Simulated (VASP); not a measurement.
# Mg2GeSe3 (P-3m1) in VASP: a series of runs

Runs on Mg2GeSe3. Level: PBEsol. Tasks: single point, relaxation of cell and atoms.

Everything below comes from runs of VASP 6.6.1. Logs are shortened: lines on timing, memory, paths and dates and some standing lists are left out, and cuts for length are marked.

## Step 1: The cell of the first run

The structure is trigonal, space group P-3m1 (No. 164). The conventional cell has a = 3.901 Å, b = 3.901 Å, c = 9.525 Å, α = 90.00°, β = 90.00°, γ = 120.00°. Within 3.6 Å of Mg (site symmetry 3m) lie 6 Se at 2.73 to 2.74 Å. Within 3.7 Å of Ge (site symmetry -3m) lie 6 Se at 2.79 Å. Within 3.6 Å of Se (site symmetry 3m) lie 3 Mg at 2.73 Å and 3 Ge at 2.79 Å. Within 3.6 Å of Se (site symmetry -3m) lie 6 Mg at 2.74 Å.

## Step 2: Single point, PBEsol

Contents of INCAR:

```
PREC     = Accurate       # precision mode
ENCUT    = 520            # plane-wave cutoff, eV
EDIFF    = 1E-6           # SCF threshold, eV
ISMEAR   = -1             # smearing method
SIGMA    = 0.03           # smearing width, eV
LREAL    = F              # projectors in reciprocal space
LASPH    = T              # aspherical terms in the spheres
NELM     = 60             # most SCF steps
ALGO     = Normal         # electronic algorithm
ISIF     = 2              # what is computed and relaxed
LWAVE    = F              # write WAVECAR
LCHARG   = F              # write CHGCAR
GGA      = PS             # functional
NBANDS   = 27             # bands
```

Contents of KPOINTS:

```
Automatic mesh
0
Gamma
  6 6 2
```

Contents of POSCAR:

```
Mg2GeSe3
1.0
    3.9005551706      0.0000000000      0.0000000000
   -1.9502775853      3.3779798666      0.0000000000
    0.0000000000      0.0000000000      9.5246321164
Mg Ge Se
2 1 3
Direct
    0.3333333333      0.6666666667      0.6640547609
    0.6666666667      0.3333333333      0.3359452391
    0.0000000000      0.0000000000      0.0000000000
    0.3333333333      0.6666666667      0.1731969206
    0.6666666667      0.3333333333      0.8268030794
    0.0000000000      0.0000000000      0.5000000000
```

Potentials or basis: VASP PAW PBE potentials, release 64 (Mg, Ge_d, Se).

Command:

```sh
> cat potpaw_PBE.64/Mg/POTCAR potpaw_PBE.64/Ge_d/POTCAR potpaw_PBE.64/Se/POTCAR > POTCAR
> mpirun -np 1 vasp_std > vasp.out
```

OUTCAR:

```text
PREC = Accurate
   ENCUT = 520
   EDIFF = 1E-6
   ISMEAR = -1
   LREAL = F
   LASPH = T
   NELM = 60
   ISIF = 2
   GGA = PS

 ion  position               nearest neighbor table
   1  0.333  0.667  0.664-   5 2.73   5 2.73   5 2.73   6 2.74   6 2.74   6 2.74
   2  0.667  0.333  0.336-   4 2.73   4 2.73   4 2.73   6 2.74   6 2.74   6 2.74
   3  0.000  0.000  0.000-   4 2.79   5 2.79   4 2.79   5 2.79   5 2.79   4 2.79
   4  0.333  0.667  0.173-   2 2.73   2 2.73   2 2.73   3 2.79   3 2.79   3 2.79
   5  0.667  0.333  0.827-   1 2.73   1 2.73   1 2.73   3 2.79   3 2.79   3 2.79
   6  0.000  0.000  0.500-   1 2.74   2 2.74   1 2.74   2 2.74   2 2.74   1 2.74

  LATTYP: Found a hexagonal cell.
 ALAT       =     3.9005551706
 C/A-ratio  =     2.4418657601

  Lattice vectors:

 A1 = (   3.9005551706,   0.0000000000,   0.0000000000)
 A2 = (  -1.9502775853,   3.3779798666,   0.0000000000)
 A3 = (   0.0000000000,   0.0000000000,   9.5246321164)

Analysis of symmetry for initial positions (statically):
=====================================================================
 Subroutine PRICEL returns:
 Original cell was already a primitive cell.

 Routine SETGRP: Setting up the symmetry group for a
 hexagonal supercell.

 Subroutine GETGRP returns: Found 12 space group operations
 (whereof 12 operations were pure point group operations)
 out of a pool of 24 trial point group operations.

The static configuration has the point symmetry D_3d.

Analysis of symmetry for dynamics (positions and initial velocities):
=====================================================================
 Subroutine PRICEL returns:
 Original cell was already a primitive cell.

 Routine SETGRP: Setting up the symmetry group for a
 hexagonal supercell.

 Subroutine GETGRP returns: Found 12 space group operations
 (whereof 12 operations were pure point group operations)
 out of a pool of 24 trial point group operations.

The dynamic configuration has the point symmetry D_3d.

 Subroutine INISYM returns: Found 12 space group operations
 (whereof 12 operations are pure point group operations),
 and found     1 'primitive' translations

----------------------------------------------------------------------------------------

[... 88 lines left out ...]
   NELM   =     60;   NELMIN=  2; NELMDL= -5     # of ELM steps
   EDIFF  = 0.1E-05   stopping-criterion for ELM
   LREAL  =      F    real-space projection
   EDIFFG = 0.1E-04   stopping-criterion for IOM
   NSW    =      0    number of steps for IOM
   IBRION =     -1    ionic relax: 0-MD 1-quasi-New 2-CG
   NFREE  =      0    steps in history (QN), initial steepest desc. (CG)
   ISIF   =      2    stress and relaxation
   ISYM   =      2    0-nonsym 1-usesym 2-fastsym
   POTIM  = 0.5000    time-step for ionic-motion
   TEBEG  =    0.0;   TEEND  =   0.0 temperature during run
   PSTRESS=    0.0 pullay stress
   NELECT =      36.0000    total number of electrons
   NUPDOWN=      -1.0000    fix difference up-down
   EMIN   =  10.00;   EMAX   =-10.00  energy-range for DOS
   EFERMI =   0.00;   METHOD = LEGACY
   ISMEAR =    -1;   SIGMA  =   0.03  broadening in eV -4-tet -1-fermi 0-gaus
   EFERMI_NEDOS =   21; number of points for ismear=-14 and -15
   IALGO  =     38    algorithm
   IMIX   =      4    mixing-type and parameters
     AMIX     =   0.40;   BMIX     =  1.00
     AMIX_MAG =   1.60;   BMIX_MAG =  1.00
  volume/ion in A,a.u.               =      20.92       141.15
  Fermi-wavevector in a.u.,A,eV,Ry     =   1.079688  2.040315 15.860679  1.165727
  Thomas-Fermi vector in A             =   2.215660
   LORBIT       =      0    0 simple, 1 ext, 2 COOP (PROOUT), +10 PAW based schemes
   GGA     = PS    functional components
   LHFCALC =     F    Hartree Fock is set to
   AEXX    =    0.0000 exact exchange contribution
   IVDW    =     0    specifies the selected vdW correction
   LEPSILON=     F    determine dielectric tensor
   LRPA    =     F    only Hartree local field effects (RPA)
 non-spin polarized calculation
  energy-cutoff  :      520.00
  volume of cell :      125.50
 maximum number of plane-waves:      3420
 NGX is ok and might be reduce to    30
   NGX = 15   NGY = 15   NGZ = 35

 number of electron      35.9999990 magnetization

 Free energy of the ion-electron system (eV)
  ---------------------------------------------------
  ext. energy  EPLUGINS =         0.00000000
  ---------------------------------------------------
  free energy    TOTEN  =       -25.29651285 eV

  energy without entropy =      -25.29651284  energy(sigma->0) =      -25.29651285

 E-fermi :   4.6882     XC(G=0):  -9.8572

 val. band max:        4.2596750404   @ k =   0.0000   0.0000   0.5000
 cond. band min:       5.1496905560   @ k =   0.5000  -0.0000   0.5000
 fundamental gap:      0.8900155156
 Fermi energy:         4.6881974250

 k-point     1 :       0.0000    0.0000    0.0000
  band No.  band energies     occupation
      1     -20.4429      2.00000
      2     -20.4427      2.00000
      3     -20.4427      2.00000
      4     -20.4348      2.00000
      5     -20.4348      2.00000
      6      -9.9070      2.00000
[... 409 lines left out ...]
     26      11.2567      0.00000
     27      11.3607      0.00000

------------------------ aborting loop because EDIFF is reached ----------------------------------------

  FORCE on cell =-STRESS in cart. coord.  units (eV):
  Direction    XX          YY          ZZ          XY          YZ          ZX
  --------------------------------------------------------------------------------------
  -------------------------------------------------------------------------------------
  Total        0.0128697      0.0128697      0.0202220     -0.0000000      0.0000000      0.0000000
  in kB        0.1643032      0.1643032      0.2581687     -0.0000000      0.0000000      0.0000000
  external PRESSURE =       0.1955917 kB  Pullay stress =       0.0000000 kB

 VOLUME and BASIS-vectors are now :
 -----------------------------------------------------------------------------
  energy-cutoff  :      520.00
  volume of cell :      125.50
      direct lattice vectors                 reciprocal lattice vectors
     3.900555171  0.000000000  0.000000000     0.256373761  0.148017460  0.000000000
    -1.950277585  3.377979867  0.000000000     0.000000000  0.296034920  0.000000000
     0.000000000  0.000000000  9.524632116     0.000000000  0.000000000  0.104990932

 POSITION                                       TOTAL-FORCE (eV/Angst)
 -----------------------------------------------------------------------------------
     -0.00000      2.25199      6.32488         0.000000      0.000000     -0.000119
      1.95028      1.12599      3.19975         0.000000      0.000000      0.000119
      0.00000      0.00000      0.00000         0.000000      0.000000      0.000000
     -0.00000      2.25199      1.64964        -0.000000      0.000000      0.012225
      1.95028      1.12599      7.87500        -0.000000     -0.000000     -0.012225
      0.00000      0.00000      4.76232         0.000000      0.000000      0.000000
 -----------------------------------------------------------------------------------
    total drift:                                0.000000      0.000000      0.000000

  FREE ENERGIE OF THE ION-ELECTRON SYSTEM (eV)
  ---------------------------------------------------
  free  energy   TOTEN  =       -25.2965128545 eV

  energy  without entropy=      -25.2965128380  energy(sigma->0) =      -25.29651285
```

OSZICAR:

```text
N       E                     dE             d eps       ncg     rms          rms(c)
DAV:   1     0.258361677614E+03    0.25836E+03   -0.15709E+04   963   0.189E+03
DAV:   2     0.133356039647E+02   -0.24503E+03   -0.22987E+03   899   0.570E+02
DAV:   3    -0.243506749501E+02   -0.37686E+02   -0.37243E+02   895   0.118E+02
DAV:   4    -0.259536195118E+02   -0.16029E+01   -0.16003E+01   941   0.279E+01
DAV:   5    -0.259842342398E+02   -0.30615E-01   -0.30603E-01   921   0.429E+00    0.508E+00
DAV:   6    -0.253787939584E+02    0.60544E+00   -0.84020E-01   946   0.487E+00    0.308E+00
DAV:   7    -0.253024207455E+02    0.76373E-01   -0.43804E-01   874   0.242E+00    0.136E+00
DAV:   8    -0.252968805900E+02    0.55402E-02   -0.21937E-02   978   0.135E+00    0.214E-01
DAV:   9    -0.252965123788E+02    0.36821E-03   -0.34120E-03   997   0.500E-01    0.710E-02
DAV:  10    -0.252965138958E+02   -0.15169E-05   -0.22338E-04   892   0.813E-02    0.434E-02
DAV:  11    -0.252965135483E+02    0.34743E-06   -0.32546E-05   906   0.358E-02    0.114E-02
DAV:  12    -0.252965128545E+02    0.69380E-06   -0.34740E-06   956   0.102E-02
   1 F= -.25296513E+02 E0= -.25296513E+02  d E =-.165185E-07
```

stdout:

```text
POSCAR found type information on POSCAR MgGeSe
 POSCAR found :  3 types and       6 ions
 scaLAPACK will be used
 -----------------------------------------------------------------------------
|                                                                             |
|                                                                             |
|     You enforced a specific xc type in the INCAR file but a different       |
|     I HOPE YOU KNOW WHAT YOU ARE DOING!                                     |
|                                                                             |
 -----------------------------------------------------------------------------

 LDA part: xc-table for (Slater+PW92), standard interpolation
 POSCAR, INCAR and KPOINTS ok, starting setup
 FFT: planning ... GRIDC
 FFT: planning ... GRID_SOFT
 FFT: planning ... GRID
 WAVECAR not read
 entering main loop
```

Run time: 53 s. Hardware: 1 thread of Intel Xeon Platinum 8259CL at 2.50GHz (Skylake/Cascade Lake), shared host; peak memory 0.26 GiB.

What came out:

- Free energy: -25.2965 eV
- Pressure: 0.0 GPa
- Largest force: 0.012 eV/Å
- Band gap on the k mesh: 0.89 eV (least direct gap 1.13 eV)

Forces on the atoms (eV/Å):
```
Mg   0.000  0.000  0.000
Mg   0.000  0.000  0.000
Ge   0.000  0.000  0.000
Se   0.000  0.000  0.012
Se   0.000  0.000 -0.012
Se   0.000  0.000  0.000
```

Caveat: the PAW data sets were made with another functional, which shifts forces and pressure a little.

## Step 3: Relaxation of cell and atoms, PBEsol

This run uses another cell than the first one, of 23.52 Å³/atom.

Contents of INCAR:

```
SYSTEM = Mg2GeSe3
  PREC = Accurate
  ENCUT = 600
  EDIFF = 1E-6
  ISMEAR = -1
  SIGMA = 0.03
  LREAL = .False.
  LASPH = .True.
  NELM = 60
  ALGO = Normal
  ISIF = 3
  LWAVE = .False.
  LCHARG = .False.
  GGA = PS
  IBRION = 2
  NSW = 100
  EDIFFG = -0.01
```

Contents of KPOINTS:

```
regular mesh
0
Gamma
  6 6 2
  0 0 0
```

Contents of POSCAR:

```
Mg2GeSe3
1.0
    4.0386123200      0.0000000000      0.0000000000
   -2.0193061600      3.4975408600      0.0000000000
    0.0000000000      0.0000000000      9.9885652600
Mg Ge Se
2 1 3
Direct
    0.3333333300      0.6666666700      0.6790233900
    0.6666666700      0.3333333300      0.3209766100
    0.0000000000      0.0000000000      0.0000000000
    0.3333333300      0.6666666700      0.1429916000
    0.6666666700      0.3333333300      0.8570084000
    0.0000000000      0.0000000000      0.5000000000
```

Potentials or basis: VASP PAW PBE potentials, release 64 (Mg, Ge_d, Se).

Command:

```sh
> cat potpaw_PBE.64/Mg/POTCAR potpaw_PBE.64/Ge_d/POTCAR potpaw_PBE.64/Se/POTCAR > POTCAR
> mpirun -np 1 vasp_std > vasp.out
```

Wall time 8.1 min (1 thread of Intel Xeon Platinum 8259CL at 2.50GHz (Skylake/Cascade Lake), shared host); peak memory 0.32 GiB.

Results (log left out):

| Property | Result |
| --- | --- |
| Free energy | -25.2980 eV |
| Relaxed volume | 20.92 Å³/atom |
| Relaxed cell | a = 3.901 Å, b = 3.901 Å, c = 9.527 Å, α = 90.00°, β = 90.00°, γ = 120.00° |
| Space group after relaxing (to 0.1 Å) | P-3m1 (No. 164) |
| Energy gained by relaxing | 129.5 meV/atom |
| Ionic steps | 18 |
| Pressure after relaxing | 0.0 GPa |
| Largest force after relaxing | 0.008 eV/Å |
| Band gap on the k mesh | 0.89 eV (least direct gap 1.13 eV) |

Forces in eV/Å, atoms in the order of the input:
```
Mg   0.000  0.000 -0.008
Mg   0.000  0.000  0.008
Ge   0.000  0.000  0.000
Se   0.000  0.000  0.002
Se   0.000  0.000 -0.002
Se   0.000  0.000  0.000
```

Step by step:
```tsv
step	energy change (eV)	largest force (eV/Å)	pressure (GPa)	volume (Å³)
1	0.0000	1.4083	-4.80	141.09
2	-0.4299	1.3154	0.08	127.18
3	-0.4615	1.2429	2.53	122.39
4	-0.6646	0.5424	1.71	122.91
5	-0.7306	0.4396	1.16	123.48
6	-0.7632	0.1852	-0.74	127.03
7	-0.7632	0.1774	-0.81	127.14
8	-0.7760	0.0440	-0.18	125.77
9	-0.7762	0.0610	-0.02	125.53
10	-0.7763	0.0587	-0.04	125.56
11	-0.7766	0.0297	0.04	125.42
12	-0.7767	0.0183	0.11	125.32
13	-0.7767	0.0211	-0.06	125.63
14	-0.7768	0.0199	0.02	125.48
15	-0.7768	0.0201	-0.01	125.50
16	-0.7768	0.0200	0.02	125.49
17	-0.7768	0.0200	0.01	125.50
18	-0.7768	0.0081	-0.04	125.53
```

Final structure:
```yaml
crystal:
  lattice:
    - [3.90060, 0.00000, 0.00000]
    - [-1.95030, 3.37802, 0.00000]
    - [0.00000, 0.00000, 9.52702]
  atoms:
    - { symbol: Mg, position: [0.33333, 0.66667, 0.66411] }
    - { symbol: Mg, position: [0.66667, 0.33333, 0.33589] }
    - { symbol: Ge, position: [0.00000, 0.00000, 0.00000] }
    - { symbol: Se, position: [0.33333, 0.66667, 0.17333] }
    - { symbol: Se, position: [0.66667, 0.33333, 0.82667] }
    - { symbol: Se, position: [0.00000, 0.00000, 0.50000] }
```

Levels at points of the mesh, in eV from the valence-band top:
```tsv
k point	band 14	band 15	band 16	band 17	band 18	band 19	band 20	band 21	band 22
(0.00, 0.00, 0.00)	-1.40	-1.36	-1.33	-1.17	-1.17	1.49	2.39	2.39	2.60
(0.50, 0.00, 0.00)	-2.94	-2.75	-2.34	-2.08	-1.94	1.65	2.36	3.03	3.10
(0.00, 0.00, 0.50)	-1.55	-1.55	-1.12	-1.12	0.00	1.13	2.37	2.37	2.72
(0.50, 0.00, 0.50)	-3.11	-2.52	-1.70	-1.53	-1.51	0.89	1.83	2.81	3.51
```

Caveat: the PAW data sets were made with another functional, which shifts forces and pressure a little. A k mesh can miss the band edges.
